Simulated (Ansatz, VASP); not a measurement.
**One calculation of KV, two programs**

Contents of INCAR:

```
PREC = Accurate
ENCUT = 600
EDIFF = 1E-6
ISMEAR = 0
SIGMA = 0.1
LREAL = False
LASPH = True
NELM = 150
ALGO = Normal
ISIF = 3
LWAVE = False
LCHARG = False
ISPIN = 2
MAGMOM = 0.15 0.15 3.66 3.66
LORBIT = 11
LMAXMIX = 4
GGA = PE
IBRION = 2
NSW = 90
EDIFFG = -0.04
```

The input KPOINTS:

```
Automatic mesh
0
Gamma
  4 4 4
```

The input POSCAR:

```
KV
1.0
    0.0000000000      3.7623649887      3.7623649887
    3.7623649887      0.0000000000      3.7623649887
    3.7623649887      3.7623649887      0.0000000000
K V
2 2
Direct
    0.5000000000      0.5000000000      0.5000000000
    0.7500000000      0.7500000000      0.7500000000
    0.0000000000      0.0000000000      0.0000000000
    0.2500000000      0.2500000000      0.2500000000
```

Input for Ansatz:

```yaml
crystal:
  lattice:
    - [0.0, 3.7623649887, 3.7623649887]
    - [3.7623649887, 0.0, 3.7623649887]
    - [3.7623649887, 3.7623649887, 0.0]
  atoms:
    - { symbol: K, position: [0.5, 0.5, 0.5], spin: 0.15 }
    - { symbol: K, position: [0.75, 0.75, 0.75], spin: 0.15 }
    - { symbol: V, position: [0.0, 0.0, 0.0], spin: 3.66 }
    - { symbol: V, position: [0.25, 0.25, 0.25], spin: 3.66 }
basis:
  ecutwfc: 420
kpoints:
  mp_grid: { grid: [4, 4, 4] }
hamiltonian:
  xc: pbe
scf:
  occupations: { method: gaussian, width: 0.1 }
  lower_state_search: "off"
output:
  forces: true
  stress: true
  eigenvalues: true
  populations: true
magnetization:
  spin_polarized: true
relax:
  adjacent_minimum: "off"
  f_tol: 0.04
  max_steps: 70
  cell: { stress_tol: 0.4 }
```

Alike in both runs: task relaxation of cell and atoms; functional PBE; k mesh 4 × 4 × 4; occupations gaussian, width 0.1 eV; collinear spin.

```csv
,VASP,Ansatz
version,VASP 6.6.1,Ansatz 0.2.0
potentials or method,"VASP PAW PBE potentials, release 64 (K_sv, V_sv), cutoff 600 eV","scalar-relativistic, plane waves, PAW"
valence electrons in the cell,44,44
```

Ansatz gave:

```
gap on the k mesh at the Fermi level, each at its own relaxed structure (eV)  : none
net moment per atom (μB)                                                      : 2.13
size of the moment on the site where the two differ most (μB)                 : 3.45
relaxed volume (Å³/atom)                                                      : 31.60
relaxed length of the cell vector where the two differ most in proportion (Å) : 5.633
```

Which values does VASP return?

gap on the k mesh at the Fermi level, each at its own relaxed structure (eV): none; net moment per atom (μB): 2.13; size of the moment on the site where the two differ most (μB): 3.05; relaxed volume (Å³/atom): 32.25; relaxed length of the cell vector where the two differ most in proportion (Å): 5.672.

Site moments also hang on the region over which each program counts them. A gap of «none» marks a metal or a gap that the smearing closes.

The k mesh is coarse, so the values compare programs but aren't converged. Noted on VASP's run: the volume moved by over 15 % at a fixed basis, so the end points are rough.
